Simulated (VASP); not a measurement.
## Os: relaxation of cell and atoms with PBE

The system is Os.

```
Os
1.0
     3.53036    0.00000    0.00000
    -1.76518    3.05738    0.00000
     0.00000    0.00000    4.00531
Os
3
Direct
  0.22540 0.00000 0.33333
  0.00000 0.22540 0.66667
  0.77460 0.77460 0.00000
```

* Program: VASP 6.6.1
* Task: relaxation of cell and atoms
* Functional: PBE
* Potentials or basis: VASP PAW PBE potentials, release 64 (Os)
* Cutoff: 600 eV
* k mesh: 6 × 6 × 4
* Occupations: gaussian, width 0.1 eV
* Spin: no spin polarisation
* Dipole correction: no
* Further INCAR settings: ALGO = Normal; EDIFF = 1e-06; IBRION = 2; EDIFFG = -0.04; NSW = 90; ISIF = 3

```
Relaxed volume                        : 14.33 Å³/atom
Relaxed cell                          : a = 2.738 Å, b = 2.738 Å, c = 6.623 Å, α = 90.00°, β = 90.00°, γ = 120.00°
Space group after relaxing (to 0.1 Å) : Fm-3m (No. 225)
Pressure after relaxing               : 0.0 GPa
Largest force after relaxing          : 0.017 eV/Å
```

Forces on the atoms (eV/Å):
```
Os   0.017  0.000  0.000
Os  -0.009  0.015  0.000
Os  -0.009 -0.015  0.000
```

Stress tensor (GPa, compression positive):
```
-0.10  0.00  0.00
 0.00 -0.10  0.00
 0.00  0.00  0.13
```

Final structure:
```cif
data_structure
_symmetry_space_group_name_H-M 'P 1'
_symmetry_Int_Tables_number 1
_cell_length_a 2.7377
_cell_length_b 2.7377
_cell_length_c 6.6233
_cell_angle_alpha 90.000
_cell_angle_beta 90.000
_cell_angle_gamma 120.000
_cell_volume 42.99
loop_
_atom_site_label
_atom_site_type_symbol
_atom_site_fract_x
_atom_site_fract_y
_atom_site_fract_z
_atom_site_occupancy
Os1 Os 0.33268 0.00000 0.33333 1
Os2 Os 0.00000 0.33268 0.66667 1
Os3 Os 0.66732 0.66732 0.00000 1
```

Levels at points of the mesh, in eV from the Fermi level:
| k point | band 8 | band 9 | band 10 | band 11 | band 12 | band 13 | band 14 | band 15 | band 16 |
| --- | --- | --- | --- | --- | --- | --- | --- | --- | --- |
| (0.00, 0.00, 0.00) | -2.91 | -2.91 | -2.91 | -2.83 | -2.83 | -0.14 | -0.14 | 0.89 | 0.90 |
| (0.50, 0.00, 0.00) | -2.65 | -2.29 | -2.28 | 2.12 | 2.14 | 2.16 | 2.17 | 2.85 | 2.85 |
| (0.00, 0.00, 0.50) | -2.71 | -2.70 | -2.70 | -2.70 | -0.39 | -0.38 | -0.38 | -0.37 | -0.24 |
| (0.50, 0.00, 0.50) | -1.62 | -1.62 | -0.44 | 0.38 | 0.39 | 2.07 | 2.26 | 2.39 | 2.40 |

Run time: 13 min on 1 thread of Intel Xeon 8259CL, with other jobs on the host, peak memory 0.19 GiB.

Caveat: the k points lie up to 0.44 Å⁻¹ apart in the final cell; the highest band is partly filled, so the run has too few bands; a cell axis changed by over 15 % at a fixed basis, so the end point is rough; spin-orbit coupling is left out, which moves the levels of the heavy elements.
